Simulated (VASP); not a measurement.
Set up this calculation in VASP 6.6.1, as the native input.

```yaml
Task: single point
Functional: LDA
Potentials_or_basis: VASP PAW LDA potentials, release 64 (W_sv, S)
Cutoff: 520 eV
k_mesh: 10 × 10 × 10
Occupations: fermi-dirac, width 0.03 eV
Spin: no spin polarisation
Dipole_correction: no
Further_INCAR_settings: ALGO = Normal; EDIFF = 1e-06; NBANDS = 20
```

The structure of WS2 lies in POSCAR:

```
WS2
1.0
    1.4782840833      0.8534877134      6.0245971790
   -1.4782840833      0.8534877134      6.0245971790
    0.0000000000     -1.7069754269      6.0245971790
W S
1 2
Direct
    0.9993321300      0.9993321300      0.9993321300
    0.5858876800      0.5858876800      0.5858876800
    0.7460801900      0.7460801900      0.7460801900
```

This cell differs from its parent crystal: volume scaled by 0.8.

The input as run:

INCAR

```
PREC = Accurate
ENCUT = 520
EDIFF = 1E-6
ISMEAR = -1
SIGMA = 0.03
LREAL = F
LASPH = T
NELM = 100
ALGO = Normal
ISIF = 2
LWAVE = F
LCHARG = F
NBANDS = 20
```

KPOINTS

```
regular mesh
0
Gamma
  10 10 10
```

Potentials or basis: VASP PAW LDA potentials, release 64 (W_sv, S).

Launch:

```console
$ cat potpaw_LDA.64/W_sv/POTCAR potpaw_LDA.64/S/POTCAR > POTCAR
$ mpirun -np 1 vasp_std > vasp.out
```

Results of the run:

```
Pressure               : 47.2 GPa
Largest force          : 5.037 eV/Å
Band gap on the k mesh : 1.04 eV, indirect (least direct gap 2.71 eV)
```

Caveat: spin-orbit coupling is left out, which moves the levels of the heavy elements; forces of over 1 eV/Å act on the atoms, so gaps and moduli don't describe the material at rest.

Run time: 4 min on 1 thread of Intel(R) Xeon(R) Platinum 8488C (Sapphire Rapids) (shared host), peak memory 0.32 GiB.
